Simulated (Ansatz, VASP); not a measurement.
One calculation of PbS, two programs

The input POSCAR:

```
PbS
1.0
    2.2598000000      1.3046961383      3.3128333333
   -2.2598000000      1.3046961383      3.3128333333
    0.0000000000     -2.6093922766      3.3128333333
Pb S
1 1
Direct
    0.9781509158      0.9781509158      0.9781509158
    0.4774504142      0.4774504142      0.4774504142
```

Contents of INCAR.step1:

```
PREC     = Accurate       # precision mode
ENCUT    = 520            # plane-wave cutoff, eV
ISMEAR   = 0              # smearing method
SIGMA    = 0.05           # smearing width, eV
LREAL    = False          # projectors in reciprocal space
LASPH    = True           # aspherical terms in the spheres
NELM     = 100            # most SCF steps
NBANDS   = 17             # bands
GGA      = PE             # functional
ALGO     = Normal         # electronic algorithm
EDIFF    = 1E-4           # SCF threshold, eV
LWAVE    = True           # write WAVECAR
LCHARG   = False          # write CHGCAR
```

INCAR.step2

```
PREC     = Accurate       # precision mode
ENCUT    = 520            # plane-wave cutoff, eV
EDIFF    = 1E-6           # SCF threshold, eV
ISMEAR   = 0              # smearing method
SIGMA    = 0.05           # smearing width, eV
LREAL    = False          # projectors in reciprocal space
LASPH    = True           # aspherical terms in the spheres
NELM     = 100            # most SCF steps
ALGO     = Normal         # electronic algorithm
ISIF     = 2              # what is computed and relaxed
LWAVE    = False          # write WAVECAR
LCHARG   = False          # write CHGCAR
METAGGA  = R2SCAN         # meta-GGA
LMIXTAU  = True         
NBANDS   = 17             # bands
ISTART   = 1
```

File KPOINTS:

```
Automatic mesh
0
Gamma
  9 9 9
```

Input for Ansatz:

```yaml
crystal:
  lattice:
    - [2.2598, 1.3046961383, 3.3128333333]
    - [-2.2598, 1.3046961383, 3.3128333333]
    - [0.0, -2.6093922766, 3.3128333333]
  atoms:
    - { symbol: Pb, position: [0.9781509158, 0.9781509158, 0.9781509158] }
    - { symbol: S, position: [0.4774504142, 0.4774504142, 0.4774504142] }
basis:
  ecutwfc: 500
kpoints:
  mp_grid: { grid: [9, 9, 9] }
hamiltonian:
  xc: r2scan
scf:
  occupations: { method: gaussian, width: 0.05 }
output:
  forces: true
  stress: true
  eigenvalues: true
```

Alike in both runs: task single point; functional r2SCAN; k mesh 9 × 9 × 9; occupations gaussian, width 0.05 eV; no spin polarisation.

```csv
,VASP,Ansatz
version,VASP 6.6.1,Ansatz 0.2.0
potentials or method,"VASP PAW PBE potentials, release 64 (Pb_d, S), cutoff 520 eV","scalar-relativistic, plane waves, PAW"
valence electrons in the cell,20,20
```

|  | VASP | Ansatz | Ansatz less VASP |
| --- | --- | --- | --- |
| pressure (GPa) | -4.7 | -4.6 | +0.03 |
| traceless stress, the component that is largest in VASP (GPa) | 2.61 | 2.61 | -0.001 |

VASP's potentials were made for PBE, not for r2SCAN. The functional is the same, so the differences come from potentials, cutoffs and numerics.

Neither program's run includes spin-orbit coupling.
